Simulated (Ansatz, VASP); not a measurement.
**Ba: VASP beside Ansatz**

Contents of POSCAR:

```
Ba
1.0
   -2.5367939014      2.5367939014      2.5367939014
    2.5367939014     -2.5367939014      2.5367939014
    2.5367939014      2.5367939014     -2.5367939014
Ba
1
Direct
    0.0000000000      0.0000000000      0.0000000000
```

INCAR.step1

```
ALGO = Normal
EDIFF = 1E-4
ENCUT = 520
GGA = PE
ISMEAR = -1
LASPH = T
LCHARG = F
LREAL = F
LWAVE = T
NBANDS = 11
NELM = 100
PREC = Accurate
SIGMA = 0.1
```

Contents of INCAR.step2:

```
ALGO = Normal
EDIFF = 1E-6
ENCUT = 520
ISIF = 2
ISMEAR = -1
ISTART = 1
LASPH = T
LCHARG = T
LELF = T
LMIXTAU = T
LREAL = F
LVHAR = T
LWAVE = F
METAGGA = R2SCAN
NBANDS = 11
NELM = 100
PREC = Accurate
SIGMA = 0.1
```

KPOINTS

```
k-points
0
Gamma
  2 2 2
```

Input for Ansatz:

```yaml
crystal:
  lattice:
    - [-2.5367939014, 2.5367939014, 2.5367939014]
    - [2.5367939014, -2.5367939014, 2.5367939014]
    - [2.5367939014, 2.5367939014, -2.5367939014]
  atoms:
    - { symbol: Ba, position: [0.0, 0.0, 0.0] }
hamiltonian:
  xc: r2scan
  pseudopotentials:
    kind: paw
    azcp:
      Ba: "pseudopotentials/Ba.paw.azcp"
basis:
  ecutwfc: 500
  fft_grid_basis: typed
kpoints:
  mp_grid: { grid: [2, 2, 2], shift: [0, 0, 0] }
magnetization:
  spin_polarized: false
scf:
  occupations: { method: fermi_dirac, width: 0.1 }
  lower_state_search: "off"
output:
  stress: true
```

Alike in both runs: task single point; functional r2SCAN; k mesh 2 × 2 × 2; occupations fermi-dirac, width 0.1 eV; no spin polarisation.

```csv
,VASP,Ansatz
version,VASP 6.6.1,Ansatz 0.2.0
potentials or method,"VASP PAW PBE potentials, release 64 (Ba_sv), cutoff 520 eV","plane waves (500 eV) with PAW, scalar-relativistic"
valence electrons in the cell,10,10
```

```tsv
	VASP	Ansatz	Ansatz less VASP
pressure (GPa)	-4.4	-4.4	0.00
```

VASP's potentials were made for PBE, not for r2SCAN.

The k mesh is coarse, so the values compare programs but aren't converged. Neither program's run includes spin-orbit coupling.
